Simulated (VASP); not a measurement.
# C (P-4m2) in VASP: further runs

The runs below take C through single point, with PBE.

All numbers are computed with VASP 6.6.1; they aren't measurements. Logs are shortened: lines on timing, memory, paths and dates and some standing lists are left out, and cuts for length are marked.

### 1 The cell of the first run

The structure is tetragonal, space group P-4m2 (No. 115). The conventional cell has a = 3.405 Å, b = 3.405 Å, c = 3.162 Å, α = 90.00°, β = 90.00°, γ = 90.00°. Within 2.0 Å of C (site symmetry m) lie 5 C at 1.50 to 1.84 Å. Within 2.0 Å of C (site symmetry -4m2) lie 4 C at 1.51 Å.

### 2 Single point, PBE

File INCAR:

```
SYSTEM = C
PREC     = Accurate       ! precision mode
ENCUT    = 520            ! plane-wave cutoff, eV
EDIFF    = 1E-6           ! SCF threshold, eV
ISMEAR   = 0              ! smearing method
SIGMA    = 0.1            ! smearing width, eV
LREAL    = .False.        ! projectors in reciprocal space
LASPH    = .True.         ! aspherical terms in the spheres
NELM     = 60             ! most SCF steps
ALGO     = Normal         ! electronic algorithm
ISIF     = 2              ! what is computed and relaxed
LWAVE    = .False.        ! write WAVECAR
LCHARG   = .False.        ! write CHGCAR
GGA      = PE             ! functional
NBANDS   = 18             ! bands
```

File KPOINTS:

```
regular mesh
0
Gamma
  6 6 6
  0 0 0
```

File POSCAR:

```
C
1.0
    3.4048993100      0.0000000000      0.0000000000
    0.0000000000      3.4048993100      0.0000000000
    0.0000000000      0.0000000000      3.1620701900
C
5
Direct
    0.0000000000      0.2696323400      0.6193693800
    0.2696323400      0.0000000000      0.3806306200
    0.7303676600      0.0000000000      0.3806306200
    0.0000000000      0.7303676600      0.6193693800
    0.0000000000      0.0000000000      0.0000000000
```

Potentials or basis: VASP PAW PBE potentials, release 64 (C).

Launch:

```sh
> cat potpaw_PBE.64/C/POTCAR > POTCAR
> mpirun -np 1 vasp_std > vasp.out
```

OUTCAR:

```text
SYSTEM = C
   PREC = Accurate
   ENCUT = 520
   EDIFF = 1E-6
   ISMEAR = 0
   LREAL = .False.
   LASPH = .True.
   NELM = 60
   ISIF = 2
   GGA = PE

 ion  position               nearest neighbor table
   1  0.000  0.270  0.619-   2 1.50   3 1.50   5 1.51   4 1.57   4 1.84
   2  0.270  0.000  0.381-   1 1.50   4 1.50   5 1.51   3 1.57   3 1.84
   3  0.730  0.000  0.381-   1 1.50   4 1.50   5 1.51   2 1.57   2 1.84
   4  0.000  0.730  0.619-   2 1.50   3 1.50   5 1.51   1 1.57   1 1.84
   5  0.000  0.000  0.000-   1 1.51   2 1.51   3 1.51   4 1.51

  LATTYP: Found a simple tetragonal cell.
 ALAT       =     3.4048993100
 C/A-ratio  =     0.9286824373

  Lattice vectors:

 A1 = (   3.4048993100,   0.0000000000,   0.0000000000)
 A2 = (   0.0000000000,   3.4048993100,   0.0000000000)
 A3 = (   0.0000000000,   0.0000000000,   3.1620701900)

Analysis of symmetry for initial positions (statically):
=====================================================================
 Subroutine PRICEL returns:
 Original cell was already a primitive cell.

 Routine SETGRP: Setting up the symmetry group for a
 simple tetragonal supercell.

 Subroutine GETGRP returns: Found  8 space group operations
 (whereof  8 operations were pure point group operations)
 out of a pool of 16 trial point group operations.

The static configuration has the point symmetry D_2d.

Analysis of symmetry for dynamics (positions and initial velocities):
=====================================================================
 Subroutine PRICEL returns:
 Original cell was already a primitive cell.

 Routine SETGRP: Setting up the symmetry group for a
 simple tetragonal supercell.

 Subroutine GETGRP returns: Found  8 space group operations
 (whereof  8 operations were pure point group operations)
 out of a pool of 16 trial point group operations.

The dynamic configuration has the point symmetry D_2d.

 Subroutine INISYM returns: Found  8 space group operations
 (whereof  8 operations are pure point group operations),
 and found     1 'primitive' translations

----------------------------------------------------------------------------------------

                                     Primitive cell

  volume of cell :      36.6590

[... 88 lines left out ...]
   ISPIN  =      1    spin polarized calculation?
   LNONCOLLINEAR =      F non collinear calculations
   LSORBIT =      F    spin-orbit coupling
   LASPH  =      T    aspherical Exc in radial PAW
   ENCUT  =  520.0 eV  38.22 Ry    6.18 a.u.   6.33  6.33  5.88*2*pi/ulx,y,z
   NELM   =     60;   NELMIN=  2; NELMDL= -5     # of ELM steps
   EDIFF  = 0.1E-05   stopping-criterion for ELM
   LREAL  =      F    real-space projection
   EDIFFG = 0.1E-04   stopping-criterion for IOM
   NSW    =      0    number of steps for IOM
   IBRION =     -1    ionic relax: 0-MD 1-quasi-New 2-CG
   NFREE  =      0    steps in history (QN), initial steepest desc. (CG)
   ISIF   =      2    stress and relaxation
   ISYM   =      2    0-nonsym 1-usesym 2-fastsym
   POTIM  = 0.5000    time-step for ionic-motion
   TEBEG  =    0.0;   TEEND  =   0.0 temperature during run
   PSTRESS=    0.0 pullay stress
   NELECT =      20.0000    total number of electrons
   NUPDOWN=      -1.0000    fix difference up-down
   EMIN   =  10.00;   EMAX   =-10.00  energy-range for DOS
   EFERMI =   0.00;   METHOD = LEGACY
   ISMEAR =     0;   SIGMA  =   0.10  broadening in eV -4-tet -1-fermi 0-gaus
   EFERMI_NEDOS =   21; number of points for ismear=-14 and -15
   IALGO  =     38    algorithm
   IMIX   =      4    mixing-type and parameters
     AMIX     =   0.40;   BMIX     =  1.00
     AMIX_MAG =   1.60;   BMIX_MAG =  1.00
  volume/ion in A,a.u.               =       7.33        49.48
  Fermi-wavevector in a.u.,A,eV,Ry     =   1.337698  2.527883 24.346762  1.789436
  Thomas-Fermi vector in A             =   2.466227
   LORBIT       =      0    0 simple, 1 ext, 2 COOP (PROOUT), +10 PAW based schemes
   GGA     = PE    functional components
   LHFCALC =     F    Hartree Fock is set to
   AEXX    =    0.0000 exact exchange contribution
   IVDW    =     0    specifies the selected vdW correction
   LEPSILON=     F    determine dielectric tensor
   LRPA    =     F    only Hartree local field effects (RPA)
 non-spin polarized calculation
 Gauss-broadening in eV      SIGMA  =   0.10
  energy-cutoff  :      520.00
  volume of cell :       36.66
 maximum number of plane-waves:      1012
 NGX is ok and might be reduce to    28
   NGX = 13   NGY = 13   NGZ = 11

 number of electron      20.0000000 magnetization

 Free energy of the ion-electron system (eV)
  ---------------------------------------------------
  ext. energy  EPLUGINS =         0.00000000
  ---------------------------------------------------
  free energy    TOTEN  =       -41.48716809 eV

  energy without entropy =      -41.48716809  energy(sigma->0) =      -41.48716809

 E-fermi :   5.9882     XC(G=0): -11.2058

 val. band max:        5.5589008420   @ k =   0.5000   0.5000   0.5000
 cond. band min:       8.6502860628   @ k =   0.5000   0.5000   0.5000
 fundamental gap:      3.0913852208
 Fermi energy:         5.9882429954

 k-point     1 :       0.0000    0.0000    0.0000
  band No.  band energies     occupation
      1     -15.7139      2.00000
      2      -5.0523      2.00000
      3      -3.8346      2.00000
      4      -3.6849      2.00000
      5      -3.6849      2.00000
      6      -2.7125      2.00000
[... 481 lines left out ...]
      5      -1.8127      2.00000
      6      -1.6063      2.00000
[... 10 lines left out ...]
     17      18.3329      0.00000
     18      19.1536      0.00000

 [... further k-points ...]
[... 5 lines left out ...]
  --------------------------------------------------------------------------------------
  -------------------------------------------------------------------------------------
  Total        3.5195507      3.5195507      7.2380014      0.0000000      0.0000000      0.0000000
  in kB      153.8217529    153.8217529    316.3364188      0.0000000      0.0000000      0.0000000
  external PRESSURE =     207.9933082 kB  Pullay stress =       0.0000000 kB

 VOLUME and BASIS-vectors are now :
 -----------------------------------------------------------------------------
  energy-cutoff  :      520.00
  volume of cell :       36.66
      direct lattice vectors                 reciprocal lattice vectors
     3.404899310  0.000000000  0.000000000     0.293694441  0.000000000  0.000000000
     0.000000000  3.404899310  0.000000000     0.000000000  0.293694441  0.000000000
     0.000000000  0.000000000  3.162070190     0.000000000  0.000000000  0.316248514

 POSITION                                       TOTAL-FORCE (eV/Angst)
 -----------------------------------------------------------------------------------
      0.00000      0.91807      1.95849        -0.000000      4.181872      1.525599
      0.91807      0.00000      1.20358         4.181872     -0.000000     -1.525599
      2.48683      0.00000      1.20358        -4.181872      0.000000     -1.525599
      0.00000      2.48683      1.95849        -0.000000     -4.181872      1.525599
      0.00000      0.00000      0.00000         0.000000      0.000000      0.000000
 -----------------------------------------------------------------------------------
    total drift:                                0.000000     -0.000000      0.000000

  FREE ENERGIE OF THE ION-ELECTRON SYSTEM (eV)
  ---------------------------------------------------
  free  energy   TOTEN  =       -41.4871680934 eV

  energy  without entropy=      -41.4871680934  energy(sigma->0) =      -41.48716809
```

It took 10 s on 1 thread of Intel Xeon 6975P-C (Granite Rapids), shared host; peak memory 0.14 GiB.

What came out:

| Item | Value |
| --- | --- |
| Free energy | -41.4872 eV |
| Pressure | 20.8 GPa |
| Largest force | 4.451 eV/Å |
| Band gap on the k mesh | 3.09 eV, direct |

Forces in eV/Å, atoms in the order of the input:
```
C    0.000  4.182  1.526
C    4.182  0.000 -1.526
C   -4.182  0.000 -1.526
C    0.000 -4.182  1.526
C    0.000  0.000  0.000
```

Stress tensor (GPa, compression positive):
```
15.38  0.00  0.00
 0.00 15.38  0.00
 0.00  0.00 31.63
```

Caveat: forces of over 1 eV/Å act on the atoms, so gaps and moduli don't describe the material at rest.

### 3 Single point, PBE

This run uses another cell than the first one, of 7.56 Å³/atom, 1.032 times its volume.

File INCAR:

```
  PREC = Accurate
  ENCUT = 520
  EDIFF = 1E-6
  ISMEAR = 0
  SIGMA = 0.1
  LREAL = False
  LASPH = True
  NELM = 80
  ALGO = Normal
  ISIF = 2
  LWAVE = False
  LCHARG = False
  GGA = PE
  NBANDS = 18
```

File KPOINTS:

```
Automatic mesh
0
Gamma
  6 6 6
```

File POSCAR:

```
C
1.0
    3.4213523356      0.0000000000      0.0000000000
    0.0000000000      3.4213523356      0.0000000000
    0.0000000000      0.0000000000      3.2307039439
C
5
Direct
    0.0000000000      0.2814746039      0.6269643203
    0.2814746039      0.0000000000      0.3730356797
    0.7185253961      0.0000000000      0.3730356797
    0.0000000000      0.7185253961      0.6269643203
    0.0000000000      0.0000000000      0.0000000000
```

Potentials or basis: VASP PAW PBE potentials, release 64 (C).

Launch:

```sh
> cat potpaw_PBE.64/C/POTCAR > POTCAR
> mpirun -np 1 vasp_std > vasp.out
```

Wall time 10 s (1 thread of Intel Xeon 6975P-C (Granite Rapids), shared host); peak memory 0.15 GiB.

Results (log left out):

```
Free energy            : -41.9871 eV
Pressure               : 0.7 GPa
Largest force          : 0.073 eV/Å
Band gap on the k mesh : 1.86 eV, indirect (least direct gap 2.11 eV)
```

Forces in eV/Å, atoms in the order of the input:
```
C    0.000  0.062  0.040
C    0.062  0.000 -0.040
C   -0.062  0.000 -0.040
C    0.000 -0.062  0.040
C    0.000  0.000  0.000
```

Stress tensor (GPa, compression positive):
```
0.63 0.00 0.00
0.00 0.63 0.00
0.00 0.00 0.94
```

Levels at points of the mesh, in eV from the valence-band top:
```tsv
k point	band 6	band 7	band 8	band 9	band 10	band 11	band 12	band 13	band 14	band 15
(0.00, 0.00, 0.00)	-8.92	-8.23	-1.39	-1.39	-0.44	6.05	6.26	6.26	7.69	9.15
(0.50, 0.00, 0.00)	-7.39	-4.54	-3.60	-3.21	-0.67	4.88	5.93	7.34	7.56	8.72
(0.50, 0.50, 0.00)	-6.58	-3.64	-3.64	-2.77	-2.77	4.87	6.51	6.51	7.95	10.28
(0.00, 0.00, 0.50)	-7.42	-5.15	-5.15	-2.98	0.00	3.36	7.82	7.89	7.89	9.85
(0.50, 0.00, 0.50)	-6.26	-4.79	-3.08	-1.79	-1.57	5.72	6.25	6.48	9.14	9.68
(0.50, 0.50, 0.50)	-7.57	-5.79	-0.73	-0.73	-0.25	1.86	8.24	8.76	8.76	10.48
```
